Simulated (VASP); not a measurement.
Ca, 1 atom in the cell. Symmetry: Immm, No. 71, orthorhombic system. Conventional cell: a = 4.275 Å, b = 4.286 Å, c = 4.987 Å, α = 90.00°, β = 90.00°, γ = 90.00°. Within 5.1 Å of Ca (site symmetry mmm) lie 14 Ca at 3.92 to 4.99 Å.  This cell differs from its parent crystal: volume scaled by 1.06.

- Program: VASP 6.6.1
- Task: single point
- Functional: LDA
- Potentials or basis: VASP PAW LDA potentials, release 64 (Ca_sv)
- Cutoff: 520 eV
- k mesh: 9 × 9 × 9
- Occupations: gaussian, width 0.05 eV
- Spin: no spin polarisation
- Dipole correction: no
- Further INCAR settings: ALGO = Normal; EDIFF = 1e-07; NBANDS = 11

Potentials or basis: VASP PAW LDA potentials, release 64 (Ca_sv).

Run with:

```bash
$ cat potpaw_LDA.64/Ca_sv/POTCAR > POTCAR
$ mpirun -np 1 vasp_std > vasp.out
```

Hardware: 1 thread of Intel(R) Xeon(R) 6975P-C (Granite Rapids) (shared host).

Task: Estimate the wall time of this run.

Result: It took 34 s on 1 thread of Intel(R) Xeon(R) 6975P-C (Granite Rapids), with other jobs on the host, peak memory 0.18 GiB. Counts: scf iterations 12, k points 125.
